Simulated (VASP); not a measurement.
A run of VASP 6.6.1 is set up as follows.

File INCAR:

```
PREC     = Accurate       # precision mode
ENCUT    = 520            # plane-wave cutoff, eV
EDIFF    = 1E-6           # SCF threshold, eV
ISMEAR   = -1             # smearing method
SIGMA    = 0.02           # smearing width, eV
LREAL    = F              # projectors in reciprocal space
LASPH    = T              # aspherical terms in the spheres
NELM     = 60             # most SCF steps
ALGO     = Normal         # electronic algorithm
ISIF     = 2              # what is computed and relaxed
LWAVE    = F              # write WAVECAR
LCHARG   = F              # write CHGCAR
GGA      = PE             # functional
IBRION   = 2              # ionic algorithm
NSW      = 80             # ionic steps
EDIFFG   = -0.02          # ionic threshold
KPAR     = 2
```

File KPOINTS:

```
regular mesh
0
Gamma
  4 4 4
```

Contents of POSCAR:

```
TiO2
1.0
    4.5150000000      0.0000000000      0.0000000000
    0.0000000000      5.4970000000      0.0000000000
    0.0000000000      0.0000000000      4.9390000000
Ti O
4 8
Direct
    0.0000000000      0.1710000000      0.2500000000
    0.5000000000      0.3290000000      0.7500000000
    0.0000000000      0.8290000000      0.7500000000
    0.5000000000      0.6710000000      0.2500000000
    0.2860000000      0.3760000000      0.4120000000
    0.2140000000      0.1240000000      0.9120000000
    0.7860000000      0.1240000000      0.5880000000
    0.7140000000      0.3760000000      0.0880000000
    0.7140000000      0.6240000000      0.5880000000
    0.7860000000      0.8760000000      0.0880000000
    0.2140000000      0.8760000000      0.4120000000
    0.2860000000      0.6240000000      0.9120000000
```

Potentials or basis: VASP PAW PBE potentials, release 64 (Ti_sv, O).

Run with:

```sh
$ cat potpaw_PBE.64/Ti_sv/POTCAR potpaw_PBE.64/O/POTCAR > POTCAR
$ mpirun -np 2 vasp_std > vasp.out
```

(1) What does it give for the energy gained by relaxing?

(2) Predict the band gap on the k mesh.

Results:

(1) 16.7 meV/atom.

(2) 2.60 eV (least direct gap 2.63 eV).
